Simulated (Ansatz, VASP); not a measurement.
SnSe2 in VASP and in Ansatz

Contents of INCAR:

```
SYSTEM = SnSe2
PREC = Accurate
ENCUT = 600
EDIFF = 1E-6
ISMEAR = 0
SIGMA = 0.02
LREAL = .FALSE.
LASPH = .TRUE.
NELM = 100
ALGO = Normal
ISIF = 3
LWAVE = .FALSE.
LCHARG = .FALSE.
GGA = PE
IVDW = 12
IBRION = 2
NSW = 100
EDIFFG = -0.005
```

Contents of KPOINTS:

```
regular mesh
0
G
  12 12 6
  0 0 0
```

Contents of POSCAR:

```
SnSe2
1.0
    3.8400588335      0.0000000000      0.0000000000
   -1.9200294167      3.3255885018      0.0000000000
    0.0000000000      0.0000000000      6.0097292652
Sn Se
1 2
Direct
    0.0000000000      0.0000000000      0.0000000000
    0.3333333333      0.6666666667      0.2651382426
    0.6666666667      0.3333333333      0.7348617574
```

Input for Ansatz:

```yaml
crystal:
  lattice:
    - [3.8400588335, 0.0, 0.0]
    - [-1.9200294167, 3.3255885018, 0.0]
    - [0.0, 0.0, 6.0097292652]
  atoms:
    - { symbol: Sn, position: [0.0, 0.0, 0.0] }
    - { symbol: Se, position: [0.3333333333, 0.6666666667, 0.2651382426] }
    - { symbol: Se, position: [0.6666666667, 0.3333333333, 0.7348617574] }
basis:
  ecutwfc: 420
kpoints:
  mp_grid: { grid: [12, 12, 6] }
hamiltonian:
  xc: pbe
  dispersion: d3bj
scf:
  occupations: { method: gaussian, width: 0.02 }
output:
  forces: true
  stress: true
  eigenvalues: true
  write_density: true
  write_potential: true
  elf: true
  volumetric_format: npy
relax:
  adjacent_minimum: "off"
  f_tol: 0.005
  max_steps: 80
  cell: { stress_tol: 0.05 }
```

Alike in both runs: task relaxation of cell and atoms; functional PBE; dispersion D3(BJ); k mesh 12 × 12 × 6; occupations gaussian, width 0.02 eV; no spin polarisation.

```csv
,VASP,Ansatz
version,VASP 6.6.1,Ansatz 0.2.0
potentials or method,"VASP PAW PBE potentials, release 64 (Sn_d, Se), cutoff 600 eV","scalar-relativistic, plane waves, PAW"
valence electrons in the cell,26,46
```

```csv
,VASP,Ansatz,Ansatz less VASP
"gap on the k mesh at the Fermi level, each at its own relaxed structure (eV)",0.34,0.35,+0.007
relaxed volume (Å³/atom),25.61,25.58,-0.025
relaxed length of the cell vector where the two differ most in proportion (Å),6.012,6.010,-0.0025
```

VASP's potentials hold 26 valence electrons a cell and Ansatz's 46, so a difference there can come from the potentials and not from the codes.
